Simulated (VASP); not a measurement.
Write the native input for VASP 6.6.1 that does the following.

- Task: single point
- Functional: PBE
- Dispersion: D3(BJ)
- Potentials or basis: VASP PAW PBE potentials, release 64 (Na_pv, Cl)
- Cutoff: 520 eV
- k mesh: 5 × 5 × 5
- Occupations: gaussian, width 0.01 eV
- Spin: no spin polarisation
- Dipole correction: no
- Further INCAR settings: ALGO = Normal; EDIFF = 1e-06; NBANDS = 14

The structure of NaCl lies in POSCAR:

```
NaCl
1.0
    0.0000000000      2.7890392087      2.7890392087
    2.7890392087      0.0000000000      2.7890392087
    2.7890392087      2.7890392087      0.0000000000
Na Cl
1 1
Direct
    0.0000000000      0.0000000000      0.0000000000
    0.5000000000      0.5000000000      0.5000000000
```

The input as run:

INCAR

```
SYSTEM = NaCl
PREC     = Accurate       ! precision mode
ENCUT    = 520            ! plane-wave cutoff, eV
EDIFF    = 1E-6           ! SCF threshold, eV
ISMEAR   = 0              ! smearing method
SIGMA    = 0.01           ! smearing width, eV
LREAL    = .False.        ! projectors in reciprocal space
LASPH    = .True.         ! aspherical terms in the spheres
NELM     = 60             ! most SCF steps
ALGO     = Normal         ! electronic algorithm
ISIF     = 2              ! what is computed and relaxed
LWAVE    = .False.        ! write WAVECAR
LCHARG   = .False.        ! write CHGCAR
GGA      = PE             ! functional
IVDW     = 12             ! dispersion correction
NBANDS   = 14             ! bands
```

KPOINTS

```
regular mesh
0
Gamma
  5 5 5
  0 0 0
```

Potentials or basis: VASP PAW PBE potentials, release 64 (Na_pv, Cl).

The run is started by

```console
$ cat potpaw_PBE.64/Na_pv/POTCAR potpaw_PBE.64/Cl/POTCAR > POTCAR
$ mpirun -np 1 vasp_std > vasp.out
```

Results of the run:

```yaml
Pressure: 0.0 GPa
Band_gap_on_the_k_mesh: 5.24 eV, direct
Dispersion_energy_per_atom: -0.222 eV
```

It took 5.2 s on 1 thread of Intel(R) Xeon(R) Platinum 8375C CPU @ 2.90GHz (Ice Lake), on a shared host, peak memory 0.16 GiB.
